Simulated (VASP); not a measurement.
A run of VASP 6.6.1 is set up as follows.

The input INCAR:

```
PREC = Accurate
ENCUT = 500
EDIFF = 1E-6
ISMEAR = -1
SIGMA = 0.1
LREAL = F
LASPH = T
NELM = 120
ALGO = Normal
ISIF = 2
LWAVE = F
LCHARG = F
GGA = RP
NBANDS = 13
GGA_COMPAT = F
```

KPOINTS

```
regular mesh
0
Gamma
  9 9 9
```

File POSCAR:

```
Ru
1.0
    0.0000000000      1.9150000000      1.9150000000
    1.9150000000      0.0000000000      1.9150000000
    1.9150000000      1.9150000000      0.0000000000
Ru
1
Direct
    0.0000000000      0.0000000000      0.0000000000
```

Potentials or basis: VASP PAW PBE potentials, release 64 (Ru_pv).

Launch:

```bash
$ cat potpaw_PBE.64/Ru_pv/POTCAR > POTCAR
$ mpirun -np 1 vasp_std > vasp.out
```

**Question.** Predict the pressure.

**Answer.** -0.1 GPa.

**Question.** Predict the band gap on the k mesh.

**Answer.** Zero (band 7 reaches 14.12 eV, above the bottom of band 8 at 11.20 eV).

Caveat: the PAW data sets were made with another functional, which shifts forces and pressure a little.
